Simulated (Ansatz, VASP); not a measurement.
**Mg: VASP beside Ansatz**

```
Mg
1.0
    -1.77276    1.77276    1.77276
     1.77276   -1.77276    1.77276
     1.77276    1.77276   -1.77276
Mg
1
Cartesian
  0.0000 0.0000 0.0000
```

Alike in both runs: task single point; functional PBEsol; k mesh 18 × 18 × 18; occupations gaussian, width 0.05 eV; no spin polarisation.

|  | VASP | Ansatz |
| --- | --- | --- |
| version | VASP 6.6.1 | Ansatz 0.2.0 |
| potentials or method | VASP PAW PBE potentials, release 64 (Mg), cutoff 520 eV | scalar-relativistic, plane waves, PAW |
| valence electrons in the cell | 2 | 10 |

```csv
,VASP,Ansatz,Ansatz less VASP
gap on the k mesh at the Fermi level (eV),none,none,-
pressure (GPa),0.3,0.3,+0.05
```

VASP's potentials were made for PBE, not for PBEsol. A gap of «none» marks a metal or a gap that the smearing closes. VASP's potentials hold 2 valence electrons a cell and Ansatz's 10, so a difference there can come from the potentials and not from the codes.
